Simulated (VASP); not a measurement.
A run of VASP 6.6.1 is set up as follows.

INCAR

```
ALGO     = Fast           # electronic algorithm
EDIFF    = 1E-7           # SCF threshold, eV
ENCUT    = 520            # plane-wave cutoff, eV
GGA      = PE             # functional
ISIF     = 2              # what is computed and relaxed
ISMEAR   = -1             # smearing method
LASPH    = True           # aspherical terms in the spheres
LCHARG   = False          # write CHGCAR
LREAL    = False          # projectors in reciprocal space
LWAVE    = False          # write WAVECAR
NBANDS   = 18             # bands
NELM     = 100            # most SCF steps
PREC     = Accurate       # precision mode
SIGMA    = 0.15           # smearing width, eV
```

The input KPOINTS:

```
k-points
0
Gamma
  18 18 10
```

File POSCAR:

```
Au
1.0
    2.8134518464      0.0000000000      0.0000000000
   -1.4067259232      2.4365207713      0.0000000000
    0.0000000000      0.0000000000      4.6853659681
Au
2
Direct
    0.3333333333      0.6666666667      0.7500000000
    0.6666666667      0.3333333333      0.2500000000
```

Potentials or basis: VASP PAW PBE potentials, release 64 (Au).

Launch:

```console
$ cat potpaw_PBE.64/Au/POTCAR > POTCAR
$ mpirun -np 1 vasp_std > vasp.out
```

Question: What does it give for the band gap on the k mesh?

Answer: Zero (band 11 reaches 15.13 eV, above the bottom of band 12 at 7.71 eV).

Question: Estimate the pressure.

Answer: 21.6 GPa.

Caveat: spin-orbit coupling is left out, which moves the levels of the heavy elements.
